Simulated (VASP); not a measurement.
A run of VASP 6.6.1:

Contents of INCAR:

```
SYSTEM = Li2S
  ALGO = Normal
  EDIFF = 1E-6
  ENCUT = 750
  GGA = PE
  GGA_COMPAT = .False.
  ISIF = 2
  ISMEAR = 0
  LASPH = .True.
  LCHARG = .False.
  LREAL = .False.
  LWAVE = .False.
  NBANDS = 13
  NELM = 120
  PREC = Accurate
  SIGMA = 0.01
```

The input KPOINTS:

```
k-points
0
Gamma
  6 6 6
  0 0 0
```

The input POSCAR:

```
Li2S
1.0
    0.0000000000      2.5258483806      2.5258483806
    2.5258483806      0.0000000000      2.5258483806
    2.5258483806      2.5258483806      0.0000000000
Li S
2 1
Direct
    0.2500000000      0.2500000000      0.2500000000
    0.7500000000      0.7500000000      0.7500000000
    0.0000000000      0.0000000000      0.0000000000
```

Potentials or basis: VASP PAW PBE potentials, release 64 (Li_sv, S).

Run with:

```sh
$ cat potpaw_PBE.64/Li_sv/POTCAR potpaw_PBE.64/S/POTCAR > POTCAR
$ mpirun -np 1 vasp_std > vasp.out
```

Hardware: 1 thread of Intel(R) Xeon(R) Platinum 8559C (Emerald Rapids), on a shared host.

Problem. How long does it take, and how much memory?

Solution. Wall time 11 s on 1 thread of Intel(R) Xeon(R) Platinum 8559C (Emerald Rapids), on a shared host, peak memory 0.16 GiB. Counts: scf iterations 13, k points 16.
